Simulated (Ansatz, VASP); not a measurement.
## LiH in VASP and in Ansatz

```
Li H
1.0
     0.00000    2.06355    2.06355
     2.06355    0.00000    2.06355
     2.06355    2.06355    0.00000
Li H
1 1
Direct
  0.00000 0.00000 0.00000
  0.50000 0.50000 0.50000
```

Alike in both runs: task single point; functional HF; k mesh 7 × 7 × 7; occupations fermi-dirac, width 0.01 eV; no spin polarisation.

|  | VASP | Ansatz |
| --- | --- | --- |
| version | VASP 6.6.1 | Ansatz 0.2.0 |
| potentials or method | VASP PAW PBE potentials, release 64 (Li_sv, H) | SPMS NC |
| plane-wave cutoff (eV) | 520 | 816 |
| valence electrons in the cell | 4 | 4 |

VASP gave:

```
gap on the k mesh at the Fermi level (eV) : 11.47
least direct gap on the mesh (eV)         : 11.47
```

Task: Estimate Ansatz's values.

Result: gap on the k mesh at the Fermi level (eV): 11.45; least direct gap on the mesh (eV): 11.45.

VASP's potentials were made for PBE, not for HF. The functional is the same, so the differences come from potentials, cutoffs and numerics.

Noted on VASP's run: the cutoff is under 1.25 times that of the potentials, so the pressure is a little rough. Noted on Ansatz's run: the potentials were made for another functional, which shifts forces and pressure; odd divisions of the mesh miss points on the zone boundary, where band edges often lie, so the gap on the mesh can be too wide.
